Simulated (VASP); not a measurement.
Input of a VASP 6.6.1 run:

The input INCAR:

```
SYSTEM = TaSiO4
PREC     = Accurate       ! precision mode
ENCUT    = 600            ! plane-wave cutoff, eV
EDIFF    = 1E-6           ! SCF threshold, eV
ISMEAR   = 0              ! smearing method
SIGMA    = 0.1            ! smearing width, eV
LREAL    = .False.        ! projectors in reciprocal space
LASPH    = .True.         ! aspherical terms in the spheres
NELM     = 120            ! most SCF steps
ALGO     = Normal         ! electronic algorithm
ISIF     = 2              ! what is computed and relaxed
LWAVE    = .False.        ! write WAVECAR
LCHARG   = .True.         ! write CHGCAR
GGA      = PE             ! functional
LELF     = .True.         ! ELF
LVHAR    = .True.       
NBANDS   = 30             ! bands
GGA_COMPAT= .False.
```

KPOINTS

```
regular mesh
0
Gamma
  12 12 6
  0 0 0
```

POSCAR

```
TaSiO4
1.0
    3.6660443572      0.0000000000      0.0000000000
   -1.8330221786      3.1748875447      0.0000000000
    0.0000000000      0.0000000000      7.2556548506
Ta Si O
1 1 4
Direct
    0.0000000000      0.0000000000      0.5000000000
    0.0000000000      0.0000000000      0.0000000000
    0.0000000000      0.0000000000      0.7831592405
    0.0000000000      0.0000000000      0.2168407595
    0.3333333333      0.6666666667      0.5000000000
    0.6666666667      0.3333333333      0.5000000000
```

Potentials or basis: VASP PAW PBE potentials, release 64 (Ta_sv_GW, Si, O).

Launch:

```sh
$ cat potpaw_PBE.64/Ta_sv_GW/POTCAR potpaw_PBE.64/Si/POTCAR potpaw_PBE.64/O/POTCAR > POTCAR
$ mpirun -np 1 vasp_std > vasp.out
```

(1) Estimate the largest force.

(2) Predict the pressure.

## Answers

(1) 0.117 eV/Å.

(2) 0.0 GPa.

Caveat: an odd number of electrons without spin polarisation forces a metal; a magnetic or distorted state may lie lower.
